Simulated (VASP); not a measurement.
Wanted: the native input for a VASP 6.6.1 run.

```yaml
Task: single point
Functional: PBEsol
Potentials_or_basis: VASP PAW PBE potentials, release 64 (Mo_sv, Se)
Cutoff: 520 eV
k_mesh: 14 × 14 × 7
Occupations: gaussian, width 0.1 eV
Spin: collinear spin
Starting_moments: "[2.0, -2.0, 0.0, 0.0] μB"
Dipole_correction: no
Further_INCAR_settings: ALGO = Normal; EDIFF = 1e-06; NBANDS = 32
```

The structure of MoSe lies in POSCAR:

```
MoSe
1.0
    3.1072324860      0.0000000000      0.0000000000
    0.0000000000      3.1072324860      0.0000000000
    0.0000000000      0.0000000000      6.2144649720
Mo Se
2 2
Direct
    0.0000000000      0.0000000000      1.0000000000
    0.0000000000      0.0000000000      0.5000000000
    0.5000000000      0.5000000000      0.2500000000
    0.5000000000      0.5000000000      0.7500000000
```

One way to write it, as run:

INCAR

```
ALGO = Normal
EDIFF = 1E-6
ENCUT = 520
GGA = PS
ISIF = 2
ISMEAR = 0
ISPIN = 2
LASPH = True
LCHARG = False
LMAXMIX = 4
LORBIT = 11
LREAL = False
LWAVE = False
MAGMOM = 2 -2 0 0
NBANDS = 32
NELM = 150
PREC = Accurate
SIGMA = 0.1
```

KPOINTS

```
k-points
0
Gamma
  14 14 7
```

Potentials or basis: VASP PAW PBE potentials, release 64 (Mo_sv, Se).

Launch:

```console
$ cat potpaw_PBE.64/Mo_sv/POTCAR potpaw_PBE.64/Se/POTCAR > POTCAR
$ mpirun -np 1 vasp_std > vasp.out
```

Results of the run:

```yaml
Pressure: 0.5 GPa
Band_gap_on_the_k_mesh: zero (filled and empty bands overlap)
Net_moment: 0.00 μB per cell
Valence_electrons_inside_the_program's_atomic_spheres: Mo 12.46; Se 3.91
```

Caveat: the PAW data sets were made with another functional, which shifts forces and pressure a little.

It took 5.4 min on 1 thread of Oxide Virtual Turin-like Processor, with other jobs on the host, peak memory 0.44 GiB.
